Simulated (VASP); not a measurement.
C: single point with PBE

C, a slab with vacuum:

```
C
1.0
     4.93269    0.00000    0.00000
    -1.23317    8.78588    0.00000
     0.00000    0.00000   20.29071
C
13
Direct
  0.01970 0.07880 0.19713
  0.51970 0.07880 0.19713
  0.27463 0.09850 0.23117
  0.77463 0.09850 0.23117
  0.28448 0.13790 0.29924
  0.78448 0.13790 0.29924
  0.03930 0.15720 0.33240
  0.53930 0.15720 0.33240
  0.04968 0.19872 0.40354
  0.54968 0.19872 0.40354
  0.30407 0.21631 0.43324
  0.80407 0.21631 0.43324
  0.30407 0.71631 0.37850
```

```yaml
Program: VASP 6.6.1
Task: single point
Functional: PBE
Potentials_or_basis: VASP PAW PBE potentials, release 64 (C)
Cutoff: 520 eV
k_mesh: 6 × 3 × 1
Occupations: gaussian, width 0.1 eV
Spin: no spin polarisation
Dipole_correction: yes
Further_INCAR_settings: ALGO = Normal; EDIFF = 1e-07; NBANDS = 38
```

```
Largest force          : 3.317 eV/Å
Band gap on the k mesh : zero (bands 26 and 27 overlap by 0.01 eV)
```

Forces on the atoms (eV/Å):
```
C    0.001  0.415  1.677
C    0.000  0.414  1.677
C   -0.001 -0.803 -3.219
C   -0.001 -0.804 -3.212
C   -0.008  0.370  1.489
C    0.009  0.379  1.490
C   -0.008 -0.010  0.003
C    0.006 -0.020  0.009
C   -0.001  0.018  0.029
C    0.005  0.025  0.043
C   -0.003  0.017  0.010
C   -0.001  0.001 -0.002
C    0.001 -0.002  0.005
```

Levels at points of the mesh, in eV from the Fermi level:
| k point | band 21 | band 22 | band 23 | band 24 | band 25 | band 26 | band 27 | band 28 | band 29 | band 30 |
| --- | --- | --- | --- | --- | --- | --- | --- | --- | --- | --- |
| (0.00, 0.00, 0.00) | -2.03 | -1.95 | -0.44 | -0.32 | -0.28 | 0.02 | 0.02 | 0.19 | 0.62 | 0.66 |
| (0.50, 0.00, 0.00) | -3.59 | -1.57 | -1.57 | -0.09 | -0.05 | -0.04 | 0.03 | 0.05 | 0.07 | 0.08 |

Wall time 27 min on 1 thread of AMD EPYC 7R13, with other jobs on the host, peak memory 0.91 GiB.
